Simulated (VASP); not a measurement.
A run of VASP 6.6.1:

Contents of INCAR:

```
  PREC = Accurate
  ENCUT = 520
  EDIFF = 1E-8
  ISMEAR = -1
  SIGMA = 0.08
  LREAL = False
  LASPH = True
  NELM = 80
  ALGO = Normal
  ISIF = 2
  LWAVE = False
  LCHARG = False
  GGA = PS
  LEFG = True
  NBANDS = 30
```

KPOINTS

```
Automatic mesh
0
Gamma
  12 12 12
```

File POSCAR:

```
TlPd3
1.0
   -2.0730000000      2.0730000000      3.7110150000
    2.0730000000     -2.0730000000      3.7110150000
    2.0730000000      2.0730000000     -3.7110150000
Tl Pd
1 3
Direct
    0.0000000000      0.0000000000      0.0000000000
    0.7500000000      0.2500000000      0.5000000000
    0.2500000000      0.7500000000      0.5000000000
    0.5000000000      0.5000000000      0.0000000000
```

Potentials or basis: VASP PAW PBE potentials, release 64 (Tl_d, Pd).

Run with:

```bash
$ cat potpaw_PBE.64/Tl_d/POTCAR potpaw_PBE.64/Pd/POTCAR > POTCAR
$ mpirun -np 1 vasp_std > vasp.out
```

Hardware: 1 thread of Intel(R) Xeon(R) 6975P-C (Granite Rapids), with other jobs on the host.

Q: How long does it take, and how much memory?

A: Run time: 2.5 min on 1 thread of Intel(R) Xeon(R) 6975P-C (Granite Rapids) (shared host), peak memory 0.41 GiB. Counts: scf iterations 16, k points 163.
